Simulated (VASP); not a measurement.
Crystal: Nb.

```xyz
1
Lattice="-1.6528 1.6528 1.6528 1.6528 -1.6528 1.6528 1.6528 1.6528 -1.6528" Properties=species:S:1:pos:R:3 pbc="T T T"
Nb    0.0000    0.0000    0.0000
```

Base run:

```yaml
Program: VASP 6.6.1
Functional: LDA
Potentials_or_basis: VASP PAW LDA potentials, release 64 (Nb_sv)
Cutoff: 500 eV
k_mesh: 11 × 11 × 11
Occupations: fermi-dirac, width 0.05 eV
Spin: no spin polarisation
```

Its results: band gap on the k mesh zero (an odd number of electrons rules out a gap without spin polarisation); pressure -8.7 GPa.

Problem. The run is repeated on the same cell with these changes: functional from LDA to r2SCAN; potentials or basis from VASP PAW LDA potentials, release 64 (Nb_sv) to VASP PAW PBE potentials, release 64 (Nb_sv); cutoff from 500 eV to 550 eV. What comes out?

Solution. Band gap on the k mesh zero (an odd number of electrons rules out a gap without spin polarisation); pressure 0.2 GPa.

Caveats: the cell stands under tension (at least some runs); the PAW data sets were made with another functional, which shifts forces and pressure a little (at least some runs).
